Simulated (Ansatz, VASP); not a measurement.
## TaN in VASP and in Ansatz

File INCAR:

```
SYSTEM = TaN
  PREC = Accurate
  ENCUT = 520
  EDIFF = 1E-6
  ISMEAR = 0
  SIGMA = 0.15
  LREAL = .False.
  LASPH = .True.
  NELM = 80
  ALGO = Normal
  ISIF = 2
  LWAVE = .False.
  LCHARG = .False.
  GGA = PS
  NBANDS = 15
```

Contents of KPOINTS:

```
regular mesh
0
Gamma
  18 18 16
  0 0 0
```

Contents of POSCAR:

```
TaN
1.0
    2.9967588356      0.0000000000      0.0000000000
   -1.4983794178      2.4934940147      0.0000000000
    0.0000000000      0.0000000000      2.8830000000
Ta N
1 1
Direct
    0.3333333333      0.6666666667      0.5000000000
    0.0000000000      0.0000000000      0.0000000000
```

Input for Ansatz:

```yaml
crystal:
  lattice:
    - [2.9967588356, 0.0, 0.0]
    - [-1.4983794178, 2.4934940147, 0.0]
    - [0.0, 0.0, 2.883]
  atoms:
    - { symbol: Ta, position: [0.3333333333, 0.6666666667, 0.5] }
    - { symbol: "N", position: [0.0, 0.0, 0.0] }
basis:
  ecutwfc: 420
kpoints:
  mp_grid: { grid: [18, 18, 16] }
hamiltonian:
  xc: pbesol
scf:
  occupations: { method: gaussian, width: 0.15 }
output:
  forces: true
  stress: true
  eigenvalues: true
```

Change from the starting cell: strain +0.0200 x Voigt [1, -1, 0, 0, 0, 0], atoms carried along.

Alike in both runs: task single point; functional PBEsol; k mesh 18 × 18 × 16; occupations gaussian, width 0.15 eV; no spin polarisation.

```csv
,VASP,Ansatz
version,VASP 6.6.1,Ansatz 0.2.0
potentials or method,"VASP PAW PBE potentials, release 64 (Ta_pv, N), cutoff 520 eV","scalar-relativistic, plane waves, PAW"
valence electrons in the cell,16,18
```

```tsv
	VASP	Ansatz	Ansatz less VASP
gap on the k mesh at the Fermi level (eV)	none	none	-
pressure (GPa)	-3.7	-4.4	-0.79
traceless stress, the component that is largest in VASP (GPa)	9.09	9.14	+0.047
rms of the force components (eV/Å)	0.048	0.045	-0.0031
```

VASP's potentials were made for PBE, not for PBEsol. Atom by atom the forces differ by 0.003 eV/Å (rms over components). A gap of «none» marks a metal or a gap that the smearing closes. VASP's potentials hold 16 valence electrons a cell and Ansatz's 18, so a difference there can come from the potentials and not from the codes.

Neither program's run includes spin-orbit coupling.
